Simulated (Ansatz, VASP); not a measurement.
**Cu: VASP beside Ansatz**

```
Cu
1.0
     0.00000    1.81663    1.81663
     1.81663    0.00000    1.81663
     1.81663    1.81663    0.00000
Cu
1
Direct
  0.00000 0.00000 0.00000
```

Alike in both runs: task single point; functional PBE; dispersion D3(BJ); k mesh 20 × 20 × 20; occupations gaussian, width 0.1 eV; no spin polarisation.

```csv
,VASP,Ansatz
version,VASP 6.6.1,Ansatz 0.2.0
potentials or method,"VASP PAW PBE potentials, release 64 (Cu), cutoff 600 eV","scalar-relativistic, plane waves, PAW"
valence electrons in the cell,11,19
```

Ansatz gave:

* gap on the k mesh at the Fermi level (eV): none
* pressure (GPa): -8.4

Problem. Estimate VASP's values.

Solution. gap on the k mesh at the Fermi level (eV): none; pressure (GPa): -7.7.

A gap of «none» marks a metal or a gap that the smearing closes. VASP's potentials hold 11 valence electrons a cell and Ansatz's 19, so a difference there can come from the potentials and not from the codes.
